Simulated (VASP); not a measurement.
# CdGeAs2 (I-42d) in VASP: notebook

CdGeAs2 is run at these levels: PBE; tasks: single point.

All numbers are computed with VASP 6.6.1; they aren't measurements. Logs are shortened: lines on timing, memory, paths and dates and some standing lists are left out, and cuts for length are marked.

## (1) The cell of the first run

Symmetry: I-42d, No. 122, tetragonal system. The conventional cell has a = 5.933 Å, b = 5.933 Å, c = 11.218 Å, α = 90.00°, β = 90.00°, γ = 90.00°. Within 3.5 Å of Cd (site symmetry -4) lie 4 As at 2.62 Å. Within 3.2 Å of Ge (site symmetry -4) lie 4 As at 2.44 Å. Within 3.2 Å of As (site symmetry 2) lie 2 Ge at 2.44 Å and 2 Cd at 2.62 Å.

## (2) Single point, PBE (24.68 Å³/atom)

Input file INCAR:

```
PREC = Accurate
ENCUT = 520
EDIFF = 1E-7
ISMEAR = 0
SIGMA = 0.01
LREAL = False
LASPH = True
NELM = 80
ALGO = Normal
ISIF = 2
LWAVE = False
LCHARG = False
GGA = PE
NBANDS = 46
KPAR = 2
```

Input file KPOINTS:

```
regular mesh
0
Gamma
  8 8 8
```

Input file POSCAR:

```
CdGeAs2
1.0
   -2.9666169151      2.9666169151      5.6089104577
    2.9666169151     -2.9666169151      5.6089104577
    2.9666169151      2.9666169151     -5.6089104577
Cd Ge As
2 2 4
Direct
    0.2500000000      0.7500000000      0.5000000000
    0.5000000000      0.5000000000      0.0000000000
    0.0000000000      0.0000000000      0.0000000000
    0.7500000000      0.2500000000      0.5000000000
    0.8750000000      0.3490730362      0.9740730362
    0.6509269638      0.6250000000      0.5259269638
    0.3750000000      0.9009269638      0.0259269638
    0.0990730362      0.1250000000      0.4740730362
```

Potentials or basis: VASP PAW PBE potentials, release 64 (Cd, Ge_d, As).

The run is started by

```bash
cat potpaw_PBE.64/Cd/POTCAR potpaw_PBE.64/Ge_d/POTCAR potpaw_PBE.64/As/POTCAR > POTCAR
mpirun -np 2 vasp_std > vasp.out
```

OUTCAR:

```text
PREC = Accurate
   ENCUT = 520
   EDIFF = 1E-7
   ISMEAR = 0
   LREAL = False
   LASPH = True
   NELM = 80
   ISIF = 2
   GGA = PE

 ion  position               nearest neighbor table
   1  0.250  0.750  0.500-   7 2.62   6 2.62   8 2.62   5 2.62
   2  0.500  0.500  0.000-   6 2.62   5 2.62   7 2.62   8 2.62
   3  0.000  0.000  0.000-   6 2.44   5 2.44   8 2.44   7 2.44
   4  0.750  0.250  0.500-   7 2.44   5 2.44   8 2.44   6 2.44
   5  0.875  0.349  0.974-   3 2.44   4 2.44   1 2.62   2 2.62
   6  0.651  0.625  0.526-   3 2.44   4 2.44   1 2.62   2 2.62
   7  0.375  0.901  0.026-   4 2.44   3 2.44   2 2.62   1 2.62
   8  0.099  0.125  0.474-   3 2.44   4 2.44   2 2.62   1 2.62

  LATTYP: Found a body centered tetragonal cell.
 ALAT       =     5.9332338302
 C/A-ratio  =     1.8906756815

  Lattice vectors:

 A1 = (  -2.9666169151,   2.9666169151,   5.6089104577)
 A2 = (   2.9666169151,  -2.9666169151,   5.6089104577)
 A3 = (   2.9666169151,   2.9666169151,  -5.6089104577)

Analysis of symmetry for initial positions (statically):
=====================================================================
 Subroutine PRICEL returns:
 Original cell was already a primitive cell.

 Routine SETGRP: Setting up the symmetry group for a
 body centered tetragonal supercell.

 Subroutine GETGRP returns: Found  8 space group operations
 (whereof  4 operations were pure point group operations)
 out of a pool of 16 trial point group operations.

The static configuration has the point symmetry S_4 .
 The point group associated with its full space group is D_2d.

Analysis of symmetry for dynamics (positions and initial velocities):
=====================================================================
 Subroutine PRICEL returns:
 Original cell was already a primitive cell.

 Routine SETGRP: Setting up the symmetry group for a
 body centered tetragonal supercell.

 Subroutine GETGRP returns: Found  8 space group operations
 (whereof  4 operations were pure point group operations)
 out of a pool of 16 trial point group operations.

The dynamic configuration has the point symmetry S_4 .
 The point group associated with its full space group is D_2d.

 Subroutine INISYM returns: Found  8 space group operations
 (whereof  4 operations are pure point group operations),
 and found     1 'primitive' translations

----------------------------------------------------------------------------------------
[... 111 lines left out ...]
   ISIF   =      2    stress and relaxation
   ISYM   =      2    0-nonsym 1-usesym 2-fastsym
   POTIM  = 0.5000    time-step for ionic-motion
   TEBEG  =    0.0;   TEEND  =   0.0 temperature during run
   PSTRESS=    0.0 pullay stress
   NELECT =      72.0000    total number of electrons
   NUPDOWN=      -1.0000    fix difference up-down
   EMIN   =  10.00;   EMAX   =-10.00  energy-range for DOS
   EFERMI =   0.00;   METHOD = LEGACY
   ISMEAR =     0;   SIGMA  =   0.01  broadening in eV -4-tet -1-fermi 0-gaus
   EFERMI_NEDOS =   21; number of points for ismear=-14 and -15
   IALGO  =     38    algorithm
   IMIX   =      4    mixing-type and parameters
     AMIX     =   0.40;   BMIX     =  1.00
     AMIX_MAG =   1.60;   BMIX_MAG =  1.00
  volume/ion in A,a.u.               =      24.68       166.56
  Fermi-wavevector in a.u.,A,eV,Ry     =   1.169585  2.210195 18.611810  1.367929
  Thomas-Fermi vector in A             =   2.306056
   LORBIT       =      0    0 simple, 1 ext, 2 COOP (PROOUT), +10 PAW based schemes
   GGA     = PE    functional components
   LHFCALC =     F    Hartree Fock is set to
   AEXX    =    0.0000 exact exchange contribution
   IVDW    =     0    specifies the selected vdW correction
   LEPSILON=     F    determine dielectric tensor
   LRPA    =     F    only Hartree local field effects (RPA)
 non-spin polarized calculation
 Gauss-broadening in eV      SIGMA  =   0.01
  energy-cutoff  :      520.00
  volume of cell :      197.45
 maximum number of plane-waves:      5348
 NGX is ok and might be reduce to    54
   NGX = 27   NGY = 27   NGZ = 27

 number of electron      72.0000008 magnetization

 Free energy of the ion-electron system (eV)
  ---------------------------------------------------
  ext. energy  EPLUGINS =         0.00000000
  ---------------------------------------------------
  free energy    TOTEN  =       -29.80866148 eV

  energy without entropy =      -29.80866148  energy(sigma->0) =      -29.80866148

 E-fermi :   3.2173     XC(G=0):  -9.4262

 val. band max:        3.1417796577   @ k =   0.1250   0.0000   0.0000
 cond. band min:       3.2808364753   @ k =   0.0000   0.0000   0.0000
 fundamental gap:      0.1390568176
 Fermi energy:         3.2173408425

 k-point     1 :       0.0000    0.0000    0.0000
  band No.  band energies     occupation
      1     -21.7345      2.00000
      2     -21.7345      2.00000
      3     -21.7342      2.00000
      4     -21.7298      2.00000
      5     -21.7272      2.00000
      6     -21.7272      2.00000
[... 1165 lines left out ...]
     45       8.2033      0.00000
     46       8.7365      0.00000

 [... further k-points ...]

------------------------ aborting loop because EDIFF is reached ----------------------------------------

  FORCE on cell =-STRESS in cart. coord.  units (eV):
  Direction    XX          YY          ZZ          XY          YZ          ZX
  --------------------------------------------------------------------------------------
  -------------------------------------------------------------------------------------
  Total        4.9449781      4.9449781      4.9153245      0.0000000     -0.0000000      0.0000000
  in kB       40.1248588     40.1248588     39.8842420      0.0000000     -0.0000000      0.0000000
  external PRESSURE =      40.0446532 kB  Pullay stress =       0.0000000 kB

 VOLUME and BASIS-vectors are now :
 -----------------------------------------------------------------------------
  energy-cutoff  :      520.00
  volume of cell :      197.45
      direct lattice vectors                 reciprocal lattice vectors
    -2.966616915  2.966616915  5.608910458     0.000000000  0.168542152  0.089143873
     2.966616915 -2.966616915  5.608910458     0.168542152  0.000000000  0.089143873
     2.966616915  2.966616915 -5.608910458     0.168542152  0.168542152  0.000000000

 POSITION                                       TOTAL-FORCE (eV/Angst)
 -----------------------------------------------------------------------------------
      2.96662     -0.00000      2.80446         0.000000     -0.000000      0.000000
      0.00000      0.00000      5.60891        -0.000000     -0.000000     -0.000000
      0.00000      0.00000      0.00000        -0.000000     -0.000000     -0.000000
     -0.00000      2.96662      2.80446         0.000000     -0.000000      0.000000
      1.32948      4.44993      1.40223        -0.017416     -0.000000      0.000000
      1.48331      1.63714      4.20668        -0.000000      0.017416      0.000000
      1.63714     -1.48331      7.01114         0.017416     -0.000000      0.000000
      1.48331      1.32948     -1.40223        -0.000000     -0.017416      0.000000
 -----------------------------------------------------------------------------------
    total drift:                               -0.000005     -0.000005     -0.000004

  FREE ENERGIE OF THE ION-ELECTRON SYSTEM (eV)
  ---------------------------------------------------
  free  energy   TOTEN  =       -29.8086614787 eV

  energy  without entropy=      -29.8086614787  energy(sigma->0) =      -29.80866148
```

OSZICAR:

```text
N       E                     dE             d eps       ncg     rms          rms(c)
DAV:   1     0.711467958258E+03    0.71147E+03   -0.32921E+04  6942   0.257E+03
DAV:   2     0.803294700991E+02   -0.63114E+03   -0.60697E+03  5460   0.819E+02
DAV:   3    -0.241630593551E+02   -0.10449E+03   -0.10261E+03  6076   0.179E+02
DAV:   4    -0.305648811998E+02   -0.64018E+01   -0.63747E+01  6468   0.505E+01
DAV:   5    -0.306978710486E+02   -0.13299E+00   -0.13292E+00  6278   0.749E+00    0.905E+00
DAV:   6    -0.298887736553E+02    0.80910E+00   -0.16054E+00  6406   0.104E+01    0.703E+00
DAV:   7    -0.298095267008E+02    0.79247E-01   -0.81092E-01  6562   0.359E+00    0.264E+00
DAV:   8    -0.298081036765E+02    0.14230E-02   -0.10145E-01  6060   0.250E+00    0.562E-01
DAV:   9    -0.298085663768E+02   -0.46270E-03   -0.14065E-02  6330   0.118E+00    0.125E-01
DAV:  10    -0.298084801352E+02    0.86242E-04   -0.22281E-03  6140   0.393E-01    0.559E-02
DAV:  11    -0.298086920369E+02   -0.21190E-03   -0.83009E-04  6240   0.142E-01    0.370E-02
DAV:  12    -0.298086566033E+02    0.35434E-04   -0.17578E-04  6018   0.107E-01    0.197E-02
DAV:  13    -0.298086642362E+02   -0.76330E-05   -0.17199E-05  6064   0.298E-02    0.109E-02
DAV:  14    -0.298086612749E+02    0.29613E-05   -0.11571E-05  5882   0.287E-02    0.887E-04
DAV:  15    -0.298086613909E+02   -0.11595E-06   -0.20284E-06  5684   0.624E-03    0.167E-03
DAV:  16    -0.298086614787E+02   -0.87841E-07   -0.36575E-08  3616   0.158E-03
   1 F= -.29808661E+02 E0= -.29808661E+02  d E =-.340977E-22
```

stdout:

```text
POSCAR found type information on POSCAR CdGeAs
 POSCAR found :  3 types and       8 ions
 scaLAPACK will be used
 LDA part: xc-table for (Slater+PW92), standard interpolation
 POSCAR, INCAR and KPOINTS ok, starting setup
 FFT: planning ... GRIDC
 FFT: planning ... GRID_SOFT
 FFT: planning ... GRID
 WAVECAR not read
 entering main loop
```

It took 9.2 min on 2 MPI ranks of Intel Xeon Platinum 8275CL at 3.00GHz (Skylake/Cascade Lake), shared host; peak memory 0.72 GiB.

What came out:

```
Free energy            : -29.8087 eV
Pressure               : 4.0 GPa
Largest force          : 0.017 eV/Å
Band gap on the k mesh : 0.14 eV (least direct gap 0.19 eV)
```

Forces on the atoms (eV/Å):
```
Cd   0.000  0.000  0.000
Cd   0.000  0.000  0.000
Ge   0.000  0.000  0.000
Ge   0.000  0.000  0.000
As  -0.017  0.000  0.000
As   0.000  0.017  0.000
As   0.017  0.000  0.000
As   0.000 -0.017  0.000
```

Caveat: the cell stands under pressure; semilocal functionals underestimate gaps, and a narrow one can read as zero.

## (3) Single point, PBE (25.47 Å³/atom)

This run uses another cell than the first one, of 25.47 Å³/atom.

Input file INCAR:

```
SYSTEM = CdGeAs2
ALGO = Normal
EDIFF = 1E-6
ENCUT = 520
GGA = PE
ISIF = 2
ISMEAR = 0
KPAR = 2
LASPH = .True.
LCHARG = .True.
LREAL = .False.
LVHAR = .True.
LWAVE = .False.
NBANDS = 46
NELM = 60
PREC = Accurate
SIGMA = 0.01
```

Input file KPOINTS:

```
k-points
0
Gamma
  8 8 8
  0 0 0
```

Input file POSCAR:

```
CdGeAs2
1.0
   -2.9954149532      2.9954149532      5.6771626633
    2.9954149532     -2.9954149532      5.6771626633
    2.9954149532      2.9954149532     -5.6771626633
Cd Ge As
2 2 4
Direct
    0.2500000000      0.7500000000      0.5000000000
    0.5000000000      0.5000000000      0.0000000000
    0.0000000000      0.0000000000      0.0000000000
    0.7500000000      0.2500000000      0.5000000000
    0.8750000000      0.3487630453      0.9737630453
    0.6512369547      0.6250000000      0.5262369547
    0.3750000000      0.9012369547      0.0262369547
    0.0987630453      0.1250000000      0.4737630453
```

Potentials or basis: VASP PAW PBE potentials, release 64 (Cd, Ge_d, As).

The run is started by

```bash
cat potpaw_PBE.64/Cd/POTCAR potpaw_PBE.64/Ge_d/POTCAR potpaw_PBE.64/As/POTCAR > POTCAR
mpirun -np 2 vasp_std > vasp.out
```

Run time: 7.2 min. Hardware: 2 MPI ranks of Intel Xeon Platinum 8275CL at 3.00GHz (Skylake/Cascade Lake), shared host; peak memory 0.72 GiB.

Results (log left out):

| Quantity | Value |
| --- | --- |
| Free energy | -29.9246 eV |
| Pressure | 1.9 GPa |
| Largest force | 0.017 eV/Å |
| Band gap on the k mesh | 0.13 eV (least direct gap 0.22 eV) |

Forces in eV/Å, atoms in the order of the input:
```
Cd   0.000  0.000  0.000
Cd   0.000  0.000  0.000
Ge   0.000  0.000  0.000
Ge   0.000  0.000  0.000
As  -0.017  0.000  0.000
As   0.000  0.017  0.000
As   0.017  0.000  0.000
As   0.000 -0.017  0.000
```

Levels at points of the mesh, in eV from the valence-band top:
```
           k point  band 32  band 33  band 34  band 35  band 36  band 37  band 38  band 39  band 40  band 41
(0.00, 0.00, 0.00)    -2.09    -2.09    -0.22    -0.09    -0.09     0.13     1.38     1.75     2.92     2.92
(0.50, 0.00, 0.00)    -2.53    -2.06    -1.47    -1.21    -0.62     1.79     2.04     2.68     3.46     3.84
(0.50, 0.50, 0.00)    -1.73    -1.04    -1.04    -0.53    -0.53     0.68     0.68     2.47     2.47     3.84
(0.50, 0.50, 0.50)    -2.23    -1.79    -1.79    -0.96    -0.96     1.41     1.41     1.68     1.68     2.70
```

Caveat: semilocal functionals underestimate gaps, and a narrow one can read as zero.

## (4) Single point, PBE

This run uses another cell than the first one, of 26.26 Å³/atom.

Input file INCAR:

```
SYSTEM = CdGeAs2
PREC = Accurate
ENCUT = 520
EDIFF = 1E-6
ISMEAR = 0
SIGMA = 0.01
LREAL = .FALSE.
LASPH = .TRUE.
NELM = 60
ALGO = Normal
ISIF = 2
LWAVE = .FALSE.
LCHARG = .FALSE.
GGA = PE
NBANDS = 46
KPAR = 2
```

Input file KPOINTS:

```
Automatic mesh
0
G
  8 8 8
  0 0 0
```

Input file POSCAR:

```
CdGeAs2
1.0
   -3.0241679077      3.0241679077      5.7419815118
    3.0241679077     -3.0241679077      5.7419815118
    3.0241679077      3.0241679077     -5.7419815118
Cd Ge As
2 2 4
Direct
    0.2500000000      0.7500000000      0.5000000000
    0.5000000000      0.5000000000      0.0000000000
    0.0000000000      0.0000000000      0.0000000000
    0.7500000000      0.2500000000      0.5000000000
    0.8750000000      0.3482587034      0.9732587034
    0.6517412966      0.6250000000      0.5267412966
    0.3750000000      0.9017412966      0.0267412966
    0.0982587034      0.1250000000      0.4732587034
```

The run is started by

```bash
cat potpaw_PBE.64/Cd/POTCAR potpaw_PBE.64/Ge_d/POTCAR potpaw_PBE.64/As/POTCAR > POTCAR
mpirun -np 2 vasp_std > vasp.out
```

Wall time 7.2 min (2 MPI ranks of Intel Xeon Platinum 8275CL at 3.00GHz (Skylake/Cascade Lake), shared host); peak memory 0.71 GiB.

The run converged. Its results:

```yaml
Free_energy: -29.9658 eV
Pressure: 0.2 GPa
Largest_force: 0.008 eV/Å
Band_gap_on_the_k_mesh: 0.12 eV (least direct gap 0.21 eV)
```

Forces on the atoms (eV/Å):
```
Cd   0.000  0.000  0.000
Cd   0.000  0.000  0.000
Ge   0.000  0.000  0.000
Ge   0.000  0.000  0.000
As  -0.008  0.000  0.000
As   0.000  0.008  0.000
As   0.008  0.000  0.000
As   0.000 -0.008  0.000
```

Levels at points of the mesh, in eV from the valence-band top:
```csv
k point,band 34,band 35,band 36,band 37,band 38,band 39
"(0.00, 0.00, 0.00)",-0.37,-0.09,-0.09,0.12,1.44,1.76
"(0.50, 0.00, 0.00)",-1.40,-1.16,-0.58,1.70,1.99,2.64
"(0.50, 0.50, 0.00)",-0.99,-0.51,-0.51,0.62,0.62,2.41
"(0.50, 0.50, 0.50)",-1.72,-0.90,-0.90,1.41,1.41,1.70
```

Caveat: semilocal functionals underestimate gaps, and a narrow one can read as zero.

## (5) Single point, PBE

This run uses another cell than the first one, of 26.26 Å³/atom.

Input file INCAR:

```
  ALGO = Normal
  EDIFF = 1E-6
  ENCUT = 520
  GGA = PE
  ISIF = 2
  ISMEAR = 0
  KPAR = 2
  LASPH = T
  LCHARG = F
  LREAL = F
  LWAVE = F
  NBANDS = 46
  NELM = 60
  PREC = Accurate
  SIGMA = 0.01
```

Input file KPOINTS:

```
k-points
0
Gamma
  8 8 8
```

POSCAR is that of step 4.

The run is started by

```bash
cat potpaw_PBE.64/Cd/POTCAR potpaw_PBE.64/Ge_d/POTCAR potpaw_PBE.64/As/POTCAR > POTCAR
mpirun -np 2 vasp_std > vasp.out
```

Wall time 7.6 min (2 MPI ranks of Intel Xeon Platinum 8275CL at 3.00GHz (Skylake/Cascade Lake), shared host); peak memory 0.71 GiB.

The run converged. Its results:

| Quantity | Value |
| --- | --- |
| Free energy | -29.9658 eV |
| Pressure | 0.2 GPa |
| Largest force | 0.008 eV/Å |
| Band gap on the k mesh | 0.12 eV (least direct gap 0.21 eV) |

Forces in eV/Å, atoms in the order of the input:
```
Cd   0.000  0.000  0.000
Cd   0.000  0.000  0.000
Ge   0.000  0.000  0.000
Ge   0.000  0.000  0.000
As  -0.008  0.000  0.000
As   0.000  0.008  0.000
As   0.008  0.000  0.000
As   0.000 -0.008  0.000
```

Levels at points of the mesh, in eV from the valence-band top:
```tsv
k point	band 32	band 33	band 34	band 35	band 36	band 37	band 38	band 39	band 40	band 41
(0.00, 0.00, 0.00)	-1.99	-1.99	-0.37	-0.09	-0.09	0.12	1.44	1.76	2.89	2.89
(0.50, 0.00, 0.00)	-2.45	-2.00	-1.40	-1.16	-0.58	1.70	1.99	2.64	3.40	3.71
(0.50, 0.50, 0.00)	-1.68	-0.99	-0.99	-0.51	-0.51	0.62	0.62	2.41	2.41	3.83
(0.50, 0.50, 0.50)	-2.18	-1.72	-1.72	-0.90	-0.90	1.41	1.41	1.70	1.70	2.69
```

Caveat: semilocal functionals underestimate gaps, and a narrow one can read as zero.

## (6) Overview

```tsv
cell	gap on the mesh (eV)	pressure (GPa)	largest force (eV/Å)
a = 7.004 Å, angles 129.9, 129.9, 73.6°, 8 atoms, atomic positions A	0.14	4.0	0.02
a = 7.083 Å, angles 130.0, 130.0, 73.5°, 8 atoms, atomic positions B	0.13	1.9	0.02
a = 7.160 Å, angles 130.0, 130.0, 73.4°, 8 atoms, atomic positions C	0.12	0.2	0.01
```

Alike in all rows: task single point; level PBE; potentials or basis VASP PAW PBE potentials, release 64 (Cd, Ge_d, As); no spin polarisation; k mesh 8 × 8 × 8; cutoff (eV) 520; smearing gaussian 0.01 eV.

Caveats: semilocal functionals underestimate gaps, and a narrow one can read as zero; the cell stands under pressure (at least some runs).

Absolute energies hang on the potentials; compare differences alone.
